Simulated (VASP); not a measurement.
Runs of VASP 6.6.1 on ZnSnN2. The structure is that of space group R-3m (No. 166), or close to it. The cells are those of the table. 

```tsv
level	potentials or basis	cell	k mesh	smearing	gap on the mesh (eV)	pressure (GPa)	largest force (eV/Å)
PBEsol	VASP PAW PBE potentials, release 64 (Zn, Sn_d, N)	a = 5.451 Å, angles 33.8°, 4 atoms	8 × 8 × 8	fermi-dirac 0.02 eV	0.69	0.5	0.01
PBE	VASP PAW PBE potentials, release 64 (Zn, Sn_d, N)	a = 5.531 Å, angles 33.7°, 4 atoms	10 × 10 × 10	fermi-dirac 0.02 eV	(a)	(c)	-
LDA	VASP PAW LDA potentials, release 64 (Zn, Sn_d, N)	a = 5.394 Å, angles 33.8°, 4 atoms	8 × 8 × 8	fermi-dirac 0.02 eV	0.73	0.8	-
r2SCAN	VASP PAW PBE potentials, release 64 (Zn, Sn_d, N)	a = 5.465 Å, angles 33.7°, 4 atoms	8 × 8 × 8	fermi-dirac 0.02 eV	1.24	0.8	0.01
PBE	VASP PAW PBE potentials, release 64 (Zn, Sn_d, N)	a = 5.465 Å, angles 33.7°, 4 atoms	10 × 10 × 10	fermi-dirac 0.02 eV	0.73	(b)	0.19
LDA	VASP PAW LDA potentials, release 64 (Zn, Sn_d, N)	a = 5.465 Å, angles 33.7°, 4 atoms	10 × 10 × 10	gaussian 0.01 eV	0.63	-4.9	0.11
```

Alike in all rows: task single point; no spin polarisation; cutoff (eV) 520.

Fill in the values left out.

(a) 0.45; (b) 6.9; (c) 0.4.

Caveats: spin-orbit coupling is left out, which moves the levels of the heavy elements; the PAW data sets were made with another functional, which shifts forces and pressure a little (some runs).

A k mesh can miss the band edges, and the runs leave out spin-orbit coupling on Sn.
